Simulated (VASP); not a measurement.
Wanted: the native input for a VASP 6.6.1 run.

```
Task                   : single point
Functional             : revPBE
Potentials or basis    : VASP PAW PBE potentials, release 64 (Cu_sv_GW)
Cutoff                 : 820 eV
k mesh                 : 3 × 3 × 2
Occupations            : gaussian, width 0.1 eV
Spin                   : no spin polarisation
Dipole correction      : no
Further INCAR settings : ALGO = Normal; EDIFF = 1e-06; NBANDS = 26
```

The structure of Cu lies in POSCAR:

```
Cu
1.0
    2.5340966698      0.0000000000      0.0000000000
   -1.2670483349      2.1945920917      0.0000000000
    0.0000000000      0.0000000000      4.1125710000
Cu
2
Direct
    0.3333333333      0.6666666667      0.2500000000
    0.6666666667      0.3333333333      0.7500000000
```

This isn't the form of Cu at room conditions, which is fcc.

The input as run:

INCAR

```
SYSTEM = Cu
PREC = Accurate ; ENCUT = 820
EDIFF = 1E-6 ; ISMEAR = 0
SIGMA = 0.1 ; LREAL = .FALSE.
LASPH = .TRUE. ; NELM = 120
ALGO = Normal ; ISIF = 2
LWAVE = .FALSE. ; LCHARG = .TRUE.
GGA = RE ; LELF = .TRUE.
LVHAR = .TRUE. ; NBANDS = 26
GGA_COMPAT = .FALSE.
```

KPOINTS

```
regular mesh
0
G
  3 3 2
  0 0 0
```

Potentials or basis: VASP PAW PBE potentials, release 64 (Cu_sv_GW).

Run with:

```bash
$ cat potpaw_PBE.64/Cu_sv_GW/POTCAR > POTCAR
$ mpirun -np 1 vasp_std > vasp.out
```

It gave:

```json
{
 "Pressure": "8.7 GPa",
 "Band gap on the k mesh": "zero (bands 19 and 20 overlap by 6.07 eV)"
}
```

Caveat: the k points lie up to 0.95 Å⁻¹ apart, too coarse for converged energies and pressures of a metal; the PAW data sets were made with another functional, which shifts forces and pressure a little.

It took 11 s on 1 thread of AMD EPYC 7R13 Processor (Zen 3), on a shared host, peak memory 0.13 GiB.
